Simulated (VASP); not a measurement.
Runs of VASP 6.6.1 on Ir. The structure is that of space group I4_1/amd (No. 141), or close to it. The cells are those of the table. 

```tsv
task	spin	cell	cutoff (eV)	gap on the mesh (eV)	pressure (GPa)
relaxation of shape and atoms at fixed volume	off	relaxed from a = 3.251 Å, angles 98.0, 98.0, 136.3°, 2 atoms	600	none	268.0
relaxation of cell and atoms	off	relaxed from a = 3.621 Å, angles 97.5, 97.5, 137.5°, 2 atoms	600	none	0.0
single point	collinear, zero start	a = 3.603 Å, angles 97.8, 97.8, 136.7°, 2 atoms	520	none	28.2
relaxation of shape and atoms at fixed volume	off	relaxed from a = 3.374 Å, angles 98.0, 98.0, 136.3°, 2 atoms	600	none	147.3
relaxation of shape and atoms at fixed volume	off	relaxed from a = 3.489 Å, angles 98.0, 98.0, 136.3°, 2 atoms	600	none	73.7
single point	off	a = 3.270 Å, angles 97.6, 97.6, 137.4°, 2 atoms	520	none	267.8
single point	off	a = 3.139 Å, angles 97.5, 97.5, 137.5°, 2 atoms	520	none	(a)
```

Alike in all rows: level PBE; potentials or basis VASP PAW PBE potentials, release 64 (Ir); k mesh 18 × 18 × 18; smearing fermi-dirac 0.05 eV.

**Question.** Estimate the missing entries.

**Answer.** (a) 468.8.

Caveats: spin-orbit coupling is left out, which moves the levels of the heavy elements.

A k mesh can miss the band edges, and the runs leave out spin-orbit coupling on Ir.

A gap of «none» marks levels without a gap at the run's occupations.
